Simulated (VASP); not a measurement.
# B13P10 in VASP: a series of runs, part 2 of 2

VASP 6.6.1. The steps go on from the part before.

## Step 3: Single point, PBE

Input file INCAR:

```
PREC = Accurate ; ENCUT = 520
EDIFF = 1E-7 ; ISMEAR = -1
SIGMA = 0.05 ; LREAL = Auto
LASPH = T ; NELM = 80
ALGO = Normal ; ISIF = 2
LWAVE = F ; LCHARG = T
GGA = PE ; LELF = T
LVHAR = T ; NBANDS = 62
ISYM = 0
```

Input file KPOINTS:

```
Automatic mesh
0
Gamma
  1 1 1
  0.25 0.25 0.25
```

Input file POSCAR:

```
B13P10
1.0
    6.5660210000      0.0873340000     -0.1704000000
    0.0873340000      6.7396190000      0.1358200000
   -0.1704000000      0.1358200000      7.0462260000
P B
10 13
Direct
    0.6831185129      0.5525230461      0.2554609680
    0.7698764437      1.0156629070      0.2469119795
    0.9223788051     -0.0140529998      0.5284113832
    0.5925933436      0.7476245642      0.8483414437
    0.6717964887      0.1696830737      0.6606100580
    0.3060440766      0.5586942127      0.5133030168
    0.2227820597      0.0587304921      0.9653395005
    0.0705331664      0.7106339585      0.9825572650
    0.2640074789      0.2733446469      0.3047003040
    0.7090482572      0.2774837030      0.0893281008
    0.8166606579      0.3119342253      0.8409359946
    0.8342656680      0.5047711746      0.4924447284
    0.2477658984      0.4325321072      0.7653512388
    0.8010783004      0.7761751159      0.0961350996
    0.0752943727      0.2580436759      0.8275083242
    0.7608130298      0.5553939024      0.7128468403
    0.3824249656      0.2551189004      0.5772353832
    0.4526527361      0.4227112036      0.1419567568
    0.4229473445      0.9941561373      0.7685961167
    0.3729109419      0.5597212361      0.9461958339
    0.1790696589      0.1034435066      0.6618267386
   -0.0081059962      0.5002566767      0.8257880000
    0.0583470219      0.4329306984      0.4234233596
```

Potentials or basis: VASP PAW PBE potentials, release 64 (P, B).

The run is started by

```
$ cat potpaw_PBE.64/P/POTCAR potpaw_PBE.64/B/POTCAR > POTCAR
$ mpirun -np 1 vasp_std > vasp.out
```

OUTCAR:

```text
PREC = Accurate
   ENCUT = 520
   EDIFF = 1E-7
   ISMEAR = -1
   LREAL = Auto
   LASPH = T
   NELM = 80
   ISIF = 2
   GGA = PE
   ISYM = 0

 ion  position               nearest neighbor table
   1  0.683  0.553  0.255-  12 1.91  18 1.92  14 2.04  10 2.24
   2  0.770  0.016  0.247-  14 1.98  10 2.07   3 2.18
   3  0.922  0.986  0.528-  21 2.08   2 2.18   5 2.29
   4  0.593  0.748  0.848-  16 1.99  19 2.02  20 2.07  14 2.18
   5  0.672  0.170  0.661-  11 1.86  17 2.02  19 2.19   3 2.29
   6  0.306  0.559  0.513-  23 1.94  13 2.00  17 2.12   9 2.48
   7  0.223  0.059  0.965-  15 1.85  19 2.01  21 2.15   8 2.58   9 2.85
   8  0.071  0.711  0.983-  22 1.90  14 2.02  20 2.24   7 2.58
   9  0.264  0.273  0.305-  23 1.95  18 2.00  17 2.03   6 2.48   7 2.85
  10  0.709  0.277  0.089-  11 1.93  18 1.98   2 2.07   1 2.24
  11  0.817  0.312  0.841-  15 1.74  22 1.74   5 1.86  16 1.86  10 1.93
  12  0.834  0.505  0.492-  23 1.64  16 1.69   1 1.91
  13  0.248  0.433  0.765-  15 1.71  20 1.75  22 1.81   6 2.00  17 2.04
  14  0.801  0.776  0.096-   2 1.98   8 2.02   1 2.04   4 2.18
  15  0.075  0.258  0.828-  22 1.71  13 1.71  11 1.74  21 1.75   7 1.85
  16  0.761  0.555  0.713-  12 1.69  22 1.70  11 1.86   4 1.99
  17  0.382  0.255  0.577-  21 1.81   5 2.02   9 2.03  13 2.04   6 2.12
  18  0.453  0.423  0.142-  20 1.68   1 1.92  10 1.98   9 2.00
  19  0.423  0.994  0.769-  21 1.86   7 2.01   4 2.02   5 2.19
  20  0.373  0.560  0.946-  18 1.68  13 1.75   4 2.07   8 2.24
  21  0.179  0.103  0.662-  15 1.75  17 1.81  19 1.86   3 2.08   7 2.15
  22  0.992  0.500  0.826-  16 1.70  15 1.71  11 1.74  13 1.81   8 1.90
  23  0.058  0.433  0.423-  12 1.64   6 1.94   9 1.95

IMPORTANT INFORMATION: All symmetrisations will be switched off!
NOSYMM: (Re-)initialisation of all symmetry stuff for point group C_1.

----------------------------------------------------------------------------------------

                                     Primitive cell

  volume of cell :     311.4384

  direct lattice vectors                    reciprocal lattice vectors
     6.566021000  0.087334000 -0.170400000     0.152423194 -0.002050225  0.003725594
[... 131 lines left out ...]
   AEXX    =    0.0000 exact exchange contribution
   IVDW    =     0    specifies the selected vdW correction
   LEPSILON=     F    determine dielectric tensor
   LRPA    =     F    only Hartree local field effects (RPA)
 non-spin polarized calculation
  energy-cutoff  :      520.00
  volume of cell :      311.44
 maximum number of plane-waves:      8371
 NGX is ok and might be reduce to    48
   NGX = 25   NGY = 25   NGZ = 27

 number of electron      88.9999999 magnetization

 Free energy of the ion-electron system (eV)
  ---------------------------------------------------
  ext. energy  EPLUGINS =         0.00000000
  ---------------------------------------------------
  free energy    TOTEN  =      -132.38277608 eV

  energy without entropy =     -132.31284908  energy(sigma->0) =     -132.34781258

 E-fermi :   5.3422     XC(G=0):  -9.9621

 val. band max:        4.8255078590   @ k =   0.2500   0.2500   0.2500
 cond. band min:       5.3423262286   @ k =   0.2500   0.2500   0.2500
 fundamental gap:      0.5168183697
 Fermi energy:         5.3421938289

 k-point     1 :       0.2500    0.2500    0.2500
  band No.  band energies     occupation
      1      -9.6109      2.00000
      2      -8.8731      2.00000
      3      -8.3609      2.00000
      4      -8.0273      2.00000
      5      -7.3918      2.00000
      6      -7.0849      2.00000
[... 48 lines left out ...]
     55       8.2601      0.00000
     56       8.4747      0.00000
 [bands above 56 left out]

------------------------ aborting loop because EDIFF is reached ----------------------------------------

  FORCE on cell =-STRESS in cart. coord.  units (eV):
  Direction    XX          YY          ZZ          XY          YZ          ZX
  --------------------------------------------------------------------------------------
  -------------------------------------------------------------------------------------
  Total      -14.0660542     -8.6377564      3.6540267      3.7856561     -3.5414745      4.2715055
  in kB      -72.3620312    -44.4364558     18.7979365     19.4750968    -18.2189182     21.9745215
  external PRESSURE =     -32.6668502 kB  Pullay stress =       0.0000000 kB

 VOLUME and BASIS-vectors are now :
 -----------------------------------------------------------------------------
  energy-cutoff  :      520.00
  volume of cell :      311.44
      direct lattice vectors                 reciprocal lattice vectors
     6.566021000  0.087334000 -0.170400000     0.152423194 -0.002050225  0.003725594
     0.087334000  6.739619000  0.135820000    -0.002050225  0.148461577 -0.002911262
    -0.170400000  0.135820000  7.046226000     0.003725594 -0.002911262  0.142066157

 POSITION                                       TOTAL-FORCE (eV/Angst)
 -----------------------------------------------------------------------------------
      4.49009      3.81815      1.75868         0.769971      0.715488     -0.171067
      5.01432      0.20633      1.61074        -0.260057     -2.019477      0.780818
      6.05242      6.79723      3.70004         0.222689      0.243291      0.259124
      3.81172      5.20568      5.97817        -1.111420     -0.581215      1.075083
      4.31328      1.29199      4.56338        -0.996453      0.019641     -0.832317
      1.97082      3.86183      3.64058        -0.526558     -0.474624      0.407982
[... 15 lines left out ...]
      6.41577      3.57032      5.71761         0.564334     -0.449880     -0.145015
      0.34877      2.98039      3.03240         0.243160      0.635143      0.163897
 -----------------------------------------------------------------------------------
    total drift:                               -0.000870      0.000744     -0.001598

  FREE ENERGIE OF THE ION-ELECTRON SYSTEM (eV)
  ---------------------------------------------------
  free  energy   TOTEN  =      -132.3827760797 eV

  energy  without entropy=     -132.3128490769  energy(sigma->0) =     -132.34781258
```

It took 41 s on 1 thread of Intel Xeon Platinum 8559C (Emerald Rapids), shared host; peak memory 0.31 GiB.

Results:

```
Free energy   : -132.3828 eV
Pressure      : -3.3 GPa
Largest force : 2.181 eV/Å
```

Forces on the atoms (eV/Å):
```
P    0.770  0.715 -0.171
P   -0.260 -2.019  0.781
P    0.223  0.243  0.259
P   -1.111 -0.581  1.075
P   -0.996  0.020 -0.832
P   -0.527 -0.475  0.408
P    1.119 -1.173  0.223
P    0.155 -0.296  0.352
P    0.573  0.255  0.126
P   -0.583  1.315 -0.756
B    0.544  0.881  1.183
B   -0.076 -0.020  0.301
B    0.546  0.554 -0.679
B   -0.366  0.187 -0.786
B   -1.285  0.625 -0.164
B   -0.032  0.023 -0.658
B    0.134 -0.229 -0.481
B   -0.452 -0.671  0.346
B    0.121  0.285  0.064
B    0.406  0.804 -0.674
B    0.289 -0.626  0.065
B    0.564 -0.450 -0.145
B    0.243  0.635  0.164
```

Levels at points of the mesh, in eV from the Fermi level:
| k point | band 40 | band 41 | band 42 | band 43 | band 44 | band 45 | band 46 | band 47 | band 48 | band 49 |
| --- | --- | --- | --- | --- | --- | --- | --- | --- | --- | --- |
| (0.25, 0.25, 0.25) | -1.71 | -1.29 | -1.22 | -0.73 | -0.52 | 0.00 | 0.36 | 0.84 | 1.37 | 1.72 |

Caveat: the k points lie up to 0.96 Å⁻¹ apart.
